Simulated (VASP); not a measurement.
# Zr in VASP: further runs, part 2 of 2

VASP 6.6.1. Earlier steps stand in the parts before.

## Step 4: Single point, PBE, collinear spin, ferromagnetic start

The input, INCAR:

```
ALGO     = Normal         # electronic algorithm
EDIFF    = 1E-6           # SCF threshold, eV
ENCUT    = 400            # plane-wave cutoff, eV
GGA      = PE             # functional
GGA_COMPAT= False        
ISIF     = 2              # what is computed and relaxed
ISMEAR   = -1             # smearing method
ISPIN    = 2              # spin polarisation
LASPH    = True           # aspherical terms in the spheres
LCHARG   = False          # write CHGCAR
LMAXMIX  = 4              # l up to which the mixer works
LORBIT   = 11             # projections on sites
LREAL    = False          # projectors in reciprocal space
LWAVE    = False          # write WAVECAR
MAGMOM   = 2.5            # initial moments
NBANDS   = 16             # bands
NELM     = 200            # most SCF steps
PREC     = Accurate       # precision mode
SIGMA    = 0.1            # smearing width, eV
```

The input, KPOINTS:

```
k-points
0
Gamma
  1 1 1
```

The input, POSCAR:

```
Zr
1.0
    9.0000000000      0.0000000000      0.0000000000
    0.0000000000      9.1000000000      0.0000000000
    0.0000000000      0.0000000000      9.2000000000
Zr
1
Direct
    0.5000000000      0.5000000000      0.5000000000
```

On the command line:

```sh
cat potpaw_PBE.64/Zr_sv/POTCAR > POTCAR
mpirun -np 1 vasp_gam > vasp.out
```

Run time: 2.1 min. Hardware: 1 thread of Intel Xeon Platinum 8259CL at 2.50GHz (Skylake/Cascade Lake), shared host; peak memory 0.62 GiB.

It converged, with:

- Free energy: -2.3143 eV
- Gap between the frontier levels: 0.12 eV
- Net moment: 3.51 μB per cell
- Site moments: Zr +1.93 μB
- Valence electrons inside the program's atomic spheres: Zr 9.84

Levels at points of the mesh, in eV from the valence-band top:
Spin up:
| k point | band 7 | band 8 | band 9 | band 10 | band 11 | band 12 | band 13 | band 14 |
| --- | --- | --- | --- | --- | --- | --- | --- | --- |
| (0.00, 0.00, 0.00) | -0.02 | -0.02 | 0.00 | 0.00 | 1.80 | 1.81 | 1.82 | 2.59 |
Spin down:
```
           k point  band 1  band 2  band 3  band 4  band 5  band 6  band 7  band 8
(0.00, 0.00, 0.00)  -48.75  -26.70  -26.70  -26.70    0.12    1.68    1.69    1.75
```

## Step 5: Single point, PBE, collinear spin, ferromagnetic start

The input, INCAR:

```
SYSTEM = Zr
PREC = Accurate
ENCUT = 400
EDIFF = 1E-6
ISMEAR = -1
SIGMA = 0.1
LREAL = .False.
LASPH = .True.
NELM = 200
ALGO = Normal
ISIF = 2
LWAVE = .False.
LCHARG = .False.
ISPIN = 2
MAGMOM = 3
LORBIT = 11
LMAXMIX = 4
GGA = PE
NBANDS = 16
GGA_COMPAT = .False.
```

The input, KPOINTS:

```
Automatic mesh
0
Gamma
  1 1 1
  0 0 0
```

POSCAR is that of step 4.

Potentials or basis: VASP PAW PBE potentials, release 64 (Zr_sv).

On the command line:

```sh
cat potpaw_PBE.64/Zr_sv/POTCAR > POTCAR
mpirun -np 1 vasp_gam > vasp.out
```

OUTCAR:

```text
SYSTEM = Zr
   PREC = Accurate
   ENCUT = 400
   EDIFF = 1E-6
   ISMEAR = -1
   LREAL = .False.
   LASPH = .True.
   NELM = 200
   ISIF = 2
   ISPIN = 2
   LORBIT = 11
   GGA = PE

 ion  position               nearest neighbor table
   1  0.500  0.500  0.500-

  LATTYP: Found a simple orthorhombic cell.
 ALAT       =     9.0000000000
 B/A-ratio  =     1.0111111111
 C/A-ratio  =     1.0222222222

  Lattice vectors:

 A1 = (   9.0000000000,   0.0000000000,   0.0000000000)
 A2 = (   0.0000000000,   9.1000000000,   0.0000000000)
 A3 = (   0.0000000000,   0.0000000000,   9.2000000000)

Analysis of symmetry for initial positions (statically):
=====================================================================
 Subroutine PRICEL returns:
 Original cell was already a primitive cell.

 Routine SETGRP: Setting up the symmetry group for a
 simple orthorhombic supercell.

 Subroutine GETGRP returns: Found  8 space group operations
 (whereof  8 operations were pure point group operations)
 out of a pool of  8 trial point group operations.

The static configuration has the point symmetry D_2h.

[... 163 lines left out ...]
      5      -3.9955      1.00000
      6      -2.7229      0.57030
[... 8 lines left out ...]
     15       0.9767      0.00000
     16       1.0096      0.00000
 Fermi energy:        -2.6945732227

 spin component 2

 k-point     1 :       0.0000    0.0000    0.0000
  band No.  band energies     occupation
      1     -51.4566      1.00000
      2     -29.4063      1.00000
      3     -29.4060      1.00000
      4     -29.4057      1.00000
      5      -2.5830      0.24683
      6      -1.0205      0.00000
[... 8 lines left out ...]
     15       1.4181      0.00000
     16       1.4568      0.00000

------------------------ aborting loop because EDIFF is reached ----------------------------------------

  FORCE on cell =-STRESS in cart. coord.  units (eV):
  Direction    XX          YY          ZZ          XY          YZ          ZX
  --------------------------------------------------------------------------------------
  -------------------------------------------------------------------------------------
  Total       -0.1830655     -0.1729152     -0.1620608      0.0000000      0.0000000      0.0000000
  in kB       -0.3892650     -0.3676818     -0.3446013      0.0000000      0.0000000      0.0000000
  external PRESSURE =      -0.3671827 kB  Pullay stress =       0.0000000 kB

 VOLUME and BASIS-vectors are now :
 -----------------------------------------------------------------------------
  energy-cutoff  :      400.00
  volume of cell :      753.48
      direct lattice vectors                 reciprocal lattice vectors
     9.000000000  0.000000000  0.000000000     0.111111111  0.000000000  0.000000000
     0.000000000  9.100000000  0.000000000     0.000000000  0.109890110  0.000000000
     0.000000000  0.000000000  9.200000000     0.000000000  0.000000000  0.108695652

 POSITION                                       TOTAL-FORCE (eV/Angst)
 -----------------------------------------------------------------------------------
      4.50000      4.55000      4.60000         0.000000      0.000000      0.000000
 -----------------------------------------------------------------------------------
    total drift:                                0.000000      0.000000     -0.000000

  FREE ENERGIE OF THE ION-ELECTRON SYSTEM (eV)
  ---------------------------------------------------
  free  energy   TOTEN  =        -2.3143054493 eV

  energy  without entropy=       -1.9149289043  energy(sigma->0) =       -2.11461718

 total charge

# of ion       s       p       d       tot
------------------------------------------
    1        2.205   5.852   1.787   9.843

 magnetization (x)

# of ion       s       p       d       tot
------------------------------------------
    1        0.145   0.001   1.787   1.933
```

OSZICAR:

```text
N       E                     dE             d eps       ncg     rms          rms(c)
DAV:   1     0.204860554810E+03    0.20486E+03   -0.30512E+03    64   0.365E+02
DAV:   2     0.398000794205E+02   -0.16506E+03   -0.15820E+03   120   0.678E+01
[... 26 lines left out ...]
DAV:  29    -0.231431339146E+01   -0.12093E-04   -0.30209E-05    64   0.199E-02    0.368E-03
DAV:  30    -0.231432077412E+01   -0.73827E-05   -0.77557E-05    64   0.324E-02    0.285E-03
DAV:  31    -0.231431194122E+01    0.88329E-05   -0.67616E-05    64   0.274E-02    0.198E-03
DAV:  32    -0.231430837478E+01    0.35664E-05   -0.33475E-05    64   0.189E-02    0.151E-03
DAV:  33    -0.231430590637E+01    0.24684E-05   -0.14419E-05    64   0.129E-02    0.500E-04
DAV:  34    -0.231430544927E+01    0.45710E-06   -0.64641E-06    64   0.845E-03
   1 F= -.23143054E+01 E0= -.21146172E+01  d E =-.399377E+00  mag=     3.5065
```

It took 1.8 min on 1 thread of Intel Xeon Platinum 8259CL at 2.50GHz (Skylake/Cascade Lake), shared host; peak memory 0.61 GiB.

What came out:

```yaml
Free_energy: -2.3143 eV
Gap_between_the_frontier_levels: 0.12 eV
Net_moment: 3.51 μB per cell
Site_moments: Zr +1.93 μB
Valence_electrons_inside_the_program's_atomic_spheres: Zr 9.84
```

Levels at points of the mesh, in eV from the valence-band top:
Spin up:
```tsv
k point	band 6	band 7	band 8	band 9	band 10	band 11	band 12	band 13	band 14	band 15
(0.00, 0.00, 0.00)	-0.02	-0.02	-0.02	0.00	0.00	1.80	1.81	1.82	2.59	3.68
```
Spin down:
```tsv
k point	band 1	band 2	band 3	band 4	band 5	band 6	band 7	band 8
(0.00, 0.00, 0.00)	-48.75	-26.70	-26.70	-26.70	0.12	1.68	1.69	1.75
```

## Step 6: Single point, PBE, collinear spin, ferromagnetic start

The input, INCAR:

```
ALGO     = Normal         # electronic algorithm
EDIFF    = 1E-6           # SCF threshold, eV
ENCUT    = 400            # plane-wave cutoff, eV
GGA      = PE             # functional
GGA_COMPAT= False        
ISIF     = 2              # what is computed and relaxed
ISMEAR   = -1             # smearing method
ISPIN    = 2              # spin polarisation
LASPH    = True           # aspherical terms in the spheres
LCHARG   = False          # write CHGCAR
LMAXMIX  = 4              # l up to which the mixer works
LORBIT   = 11             # projections on sites
LREAL    = False          # projectors in reciprocal space
LWAVE    = False          # write WAVECAR
MAGMOM   = 2              # initial moments
NBANDS   = 16             # bands
NELM     = 200            # most SCF steps
PREC     = Accurate       # precision mode
SIGMA    = 0.1            # smearing width, eV
```

The input, KPOINTS:

```
k-points
0
Gamma
  1 1 1
```

POSCAR is that of step 5.

Potentials or basis: VASP PAW PBE potentials, release 64 (Zr_sv).

On the command line:

```sh
cat potpaw_PBE.64/Zr_sv/POTCAR > POTCAR
mpirun -np 1 vasp_gam > vasp.out
```

OUTCAR:

```text
EDIFF = 1E-6
   ENCUT = 400
   GGA = PE
   ISIF = 2
   ISMEAR = -1
   ISPIN = 2
   LASPH = True
   LORBIT = 11
   LREAL = False
   NELM = 200
   PREC = Accurate

 ion  position               nearest neighbor table
   1  0.500  0.500  0.500-

  LATTYP: Found a simple orthorhombic cell.
 ALAT       =     9.0000000000
 B/A-ratio  =     1.0111111111
 C/A-ratio  =     1.0222222222

  Lattice vectors:

 A1 = (   9.0000000000,   0.0000000000,   0.0000000000)
 A2 = (   0.0000000000,   9.1000000000,   0.0000000000)
 A3 = (   0.0000000000,   0.0000000000,   9.2000000000)

Analysis of symmetry for initial positions (statically):
=====================================================================
 Subroutine PRICEL returns:
 Original cell was already a primitive cell.

 Routine SETGRP: Setting up the symmetry group for a
 simple orthorhombic supercell.

 Subroutine GETGRP returns: Found  8 space group operations
 (whereof  8 operations were pure point group operations)
 out of a pool of  8 trial point group operations.

The static configuration has the point symmetry D_2h.

Analysis of symmetry for dynamics (positions and initial velocities):
=====================================================================
 Subroutine PRICEL returns:
 Original cell was already a primitive cell.

 Routine SETGRP: Setting up the symmetry group for a
 simple orthorhombic supercell.

 Subroutine GETGRP returns: Found  8 space group operations
 (whereof  8 operations were pure point group operations)
 out of a pool of  8 trial point group operations.

The dynamic configuration has the point symmetry D_2h.

Analysis of structural, dynamic, and magnetic symmetry:
=====================================================================
 Subroutine PRICEL returns:
 Original cell was already a primitive cell.

[... 107 lines left out ...]
   LHFCALC =     F    Hartree Fock is set to
   AEXX    =    0.0000 exact exchange contribution
   IVDW    =     0    specifies the selected vdW correction
   LEPSILON=     F    determine dielectric tensor
   LRPA    =     F    only Hartree local field effects (RPA)
 spin polarized calculation
  energy-cutoff  :      400.00
  volume of cell :      753.48
 maximum number of plane-waves:      6832
 NGX is ok and might be reduce to    60
   NGX = 29   NGY = 29   NGZ = 31

 number of electron      12.0000000 magnetization       3.5074077

 Free energy of the ion-electron system (eV)
  ---------------------------------------------------
  ext. energy  EPLUGINS =         0.00000000
  ---------------------------------------------------
  free energy    TOTEN  =        -2.31430465 eV

  energy without entropy =       -1.91498590  energy(sigma->0) =       -2.11464528

 E-fermi :  -2.6943     XC(G=0):  -1.5957

 val. band max:       -2.7032905562   @ k =   0.0000   0.0000   0.0000
 cond. band min:      -2.5823775463   @ k =   0.0000   0.0000   0.0000
 fundamental gap:      0.1209130098
 Fermi energy:        -2.6942786717

 spin component 1

 k-point     1 :       0.0000    0.0000    0.0000
  band No.  band energies     occupation
      1     -52.6692      1.00000
      2     -30.8384      1.00000
      3     -30.8384      1.00000
      4     -30.8384      1.00000
      5      -3.9955      1.00000
      6      -2.7224      0.56991
[... 8 lines left out ...]
     15       0.9764      0.00000
     16       1.0095      0.00000
 Fermi energy:        -2.6942786717

 spin component 2

 k-point     1 :       0.0000    0.0000    0.0000
  band No.  band energies     occupation
      1     -51.4558      1.00000
      2     -29.4055      1.00000
      3     -29.4052      1.00000
      4     -29.4050      1.00000
      5      -2.5824      0.24619
      6      -1.0196      0.00000
[... 8 lines left out ...]
     15       1.4182      0.00000
     16       1.4569      0.00000

------------------------ aborting loop because EDIFF is reached ----------------------------------------

  FORCE on cell =-STRESS in cart. coord.  units (eV):
  Direction    XX          YY          ZZ          XY          YZ          ZX
  --------------------------------------------------------------------------------------
  -------------------------------------------------------------------------------------
  Total       -0.1793234     -0.1696478     -0.1587163      0.0000000      0.0000000      0.0000000
  in kB       -0.3813079     -0.3607340     -0.3374896      0.0000000      0.0000000      0.0000000
  external PRESSURE =      -0.3598438 kB  Pullay stress =       0.0000000 kB

 VOLUME and BASIS-vectors are now :
 -----------------------------------------------------------------------------
  energy-cutoff  :      400.00
  volume of cell :      753.48
      direct lattice vectors                 reciprocal lattice vectors
     9.000000000  0.000000000  0.000000000     0.111111111  0.000000000  0.000000000
     0.000000000  9.100000000  0.000000000     0.000000000  0.109890110  0.000000000
     0.000000000  0.000000000  9.200000000     0.000000000  0.000000000  0.108695652

 POSITION                                       TOTAL-FORCE (eV/Angst)
 -----------------------------------------------------------------------------------
      4.50000      4.55000      4.60000         0.000000      0.000000      0.000000
 -----------------------------------------------------------------------------------
    total drift:                                0.000000      0.000000     -0.000000

  FREE ENERGIE OF THE ION-ELECTRON SYSTEM (eV)
  ---------------------------------------------------
  free  energy   TOTEN  =        -2.3143046523 eV

  energy  without entropy=       -1.9149859012  energy(sigma->0) =       -2.11464528

 total charge

# of ion       s       p       d       tot
------------------------------------------
    1        2.205   5.852   1.787   9.844

 magnetization (x)

# of ion       s       p       d       tot
------------------------------------------
    1        0.145   0.001   1.787   1.933
```

OSZICAR:

```text
N       E                     dE             d eps       ncg     rms          rms(c)
DAV:   1     0.204332254297E+03    0.20433E+03   -0.31214E+03    64   0.379E+02
DAV:   2     0.384445010449E+02   -0.16589E+03   -0.15868E+03   128   0.682E+01
[... 30 lines left out ...]
DAV:  33    -0.231431562362E+01   -0.10179E-03   -0.32322E-04    64   0.945E-02    0.213E-02
DAV:  34    -0.231430700219E+01    0.86214E-05   -0.10696E-04    64   0.435E-02    0.252E-02
DAV:  35    -0.231431567715E+01   -0.86750E-05   -0.61377E-05    64   0.333E-02    0.118E-02
DAV:  36    -0.231430450073E+01    0.11176E-04   -0.45624E-05    64   0.253E-02    0.665E-03
DAV:  37    -0.231430420552E+01    0.29521E-06   -0.11556E-05    64   0.130E-02    0.338E-03
DAV:  38    -0.231430465231E+01   -0.44679E-06   -0.44000E-06    64   0.717E-03
   1 F= -.23143047E+01 E0= -.21146453E+01  d E =-.399319E+00  mag=     3.5073
```

It took 2 min on 1 thread of Intel Xeon Platinum 8259CL at 2.50GHz (Skylake/Cascade Lake), shared host; peak memory 0.61 GiB.

Results:

```yaml
Free_energy: -2.3143 eV
Gap_between_the_frontier_levels: 0.12 eV
Net_moment: 3.51 μB per cell
Site_moments: Zr +1.93 μB
Valence_electrons_inside_the_program's_atomic_spheres: Zr 9.84
```

Levels at points of the mesh, in eV from the valence-band top:
Spin up:
| k point | band 8 | band 9 | band 10 | band 11 | band 12 | band 13 |
| --- | --- | --- | --- | --- | --- | --- |
| (0.00, 0.00, 0.00) | -0.02 | 0.00 | 0.00 | 1.80 | 1.81 | 1.82 |
Spin down:
| k point | band 2 | band 3 | band 4 | band 5 | band 6 | band 7 |
| --- | --- | --- | --- | --- | --- | --- |
| (0.00, 0.00, 0.00) | -26.70 | -26.70 | -26.70 | 0.12 | 1.68 | 1.69 |
